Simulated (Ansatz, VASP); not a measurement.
**Sn2PdSe5: VASP beside Ansatz**

```xyz
8
Lattice="7.4470 0.0000 0.0000 0.0000 7.4470 0.0000 0.0000 0.0000 5.3630" Properties=species:S:1:pos:R:3 pbc="T T T"
Sn    3.7235    3.7235    4.0403
Sn    3.7235    3.7235    1.3227
Pd    0.0000    0.0000    2.6815
Se    2.5315    0.0000    0.0000
Se    4.9155    0.0000    0.0000
Se    0.0000    2.5315    0.0000
Se    0.0000    4.9155    0.0000
Se    0.0000    0.0000    0.0000
```

Alike in both runs: functional PBE; k mesh 2 × 2 × 2; occupations gaussian, width 0.15 eV; no spin polarisation.

Ansatz relaxed the structure, and its values are those at the end. VASP's run is a single point on that final structure, the one shown.

|  | VASP | Ansatz |
| --- | --- | --- |
| version | VASP 6.6.1 | Ansatz 0.2.0 |
| potentials or method | VASP PAW PBE potentials, release 64 (Sn_d, Pd, Se), cutoff 500 eV | scalar-relativistic, plane waves, PAW |
| valence electrons in the cell | 68 | 126 |

```csv
,VASP,Ansatz,Ansatz less VASP
gap on the k mesh at the Fermi level (eV),none,none,-
pressure (GPa),0.1,0.1,0.00
rms of the force components (eV/Å),0.006,0.005,-0.0016
```

A gap of «none» marks a metal or a gap that the smearing closes. The functional is the same, so the differences come from potentials, cutoffs and numerics. VASP's potentials hold 68 valence electrons a cell and Ansatz's 126, so a difference there can come from the potentials and not from the codes.

The k mesh is coarse, so the values compare programs but aren't converged.
